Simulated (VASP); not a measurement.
Li, 1 atom in the cell. It takes space group Im-3m (No. 229, cubic). The conventional cell has a = 3.488 Å, b = 3.488 Å, c = 3.488 Å, α = 90.00°, β = 90.00°, γ = 90.00°. Within 4.0 Å of Li (site symmetry m-3m) lie 14 Li at 3.02 to 3.49 Å. 

| Item | Value |
| --- | --- |
| Program | VASP 6.6.1 |
| Task | electric field gradients |
| Functional | LDA |
| Potentials or basis | VASP PAW LDA potentials, release 64 (Li_sv) |
| Cutoff | 520 eV |
| k mesh | 13 × 13 × 13 |
| Occupations | fermi-dirac, width 0.05 eV |
| Spin | no spin polarisation |
| Dipole correction | no |
| Further INCAR settings | ALGO = Normal; EDIFF = 1e-08; NBANDS = 8 |

Potentials or basis: VASP PAW LDA potentials, release 64 (Li_sv).

Launch:

```sh
$ cat potpaw_LDA.64/Li_sv/POTCAR > POTCAR
$ mpirun -np 1 vasp_std > vasp.out
```

Hardware: 1 thread of Intel(R) Xeon(R) Platinum 8375C CPU @ 2.90GHz (Ice Lake) (shared host).

**Question.** Estimate the wall time of this run.

**Answer.** It took 9.1 s on 1 thread of Intel(R) Xeon(R) Platinum 8375C CPU @ 2.90GHz (Ice Lake), with other jobs on the host, peak memory 0.12 GiB. Counts: scf iterations 11, k points 84.
